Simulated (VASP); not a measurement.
Al3GaAs4:

```
Al Ga As
1.0
     5.28058    0.00000    0.00000
     0.00000    5.28058    0.00000
     0.00000    0.00000    5.28058
Al Ga As
3 1 4
Direct
  0.50000 0.50000 0.00000
  0.50000 0.00000 0.50000
  0.00000 0.50000 0.50000
  0.00000 0.00000 0.00000
  0.74416 0.74416 0.25584
  0.74416 0.25584 0.74416
  0.25584 0.74416 0.74416
  0.25584 0.25584 0.25584
```

* Program: VASP 6.6.1
* Task: relaxation of cell and atoms
* Functional: PBE
* Potentials or basis: VASP PAW PBE potentials, release 64 (Al, Ga_d, As)
* Cutoff: 600 eV
* k mesh: 4 × 4 × 4
* Occupations: gaussian, width 0.1 eV
* Spin: no spin polarisation

At the start: pressure 28.1 GPa; volume 18.41 Å³/atom.

Question: How do energy, volume and symmetry change on relaxing?

Answer: Over 6 steps the energy falls by 375.5 meV/atom and the volume is 23.52 Å³/atom (+27.8 %); space group P-43m (No. 215, to 0.1 Å) before and after.

The path:
```
step  energy change (eV)  largest force (eV/Å)  pressure (GPa)  volume (Å³)
   1              0.0000                0.8744           28.08       147.25
   2             -1.8632                0.0366           -7.94       227.25
   3             -2.9948                0.2209           -0.18       189.44
   4             -2.9944                0.2296            0.13       188.53
   5             -3.0012                0.1239            0.19       188.35
   6             -3.0037                0.0043            0.25       188.15
```

Final structure:
```
Al Ga As
1.0
     5.73017    0.00000    0.00000
     0.00000    5.73017    0.00000
     0.00000    0.00000    5.73017
Al Ga As
3 1 4
Direct
  0.50000 0.50000 0.00000
  0.50000 0.00000 0.50000
  0.00000 0.50000 0.50000
  0.00000 0.00000 0.00000
  0.74905 0.74905 0.25095
  0.74905 0.25095 0.74905
  0.25095 0.74905 0.74905
  0.25095 0.25095 0.25095
```

Caveat: the volume moved by over 15 % at a fixed basis, so the end points are rough.
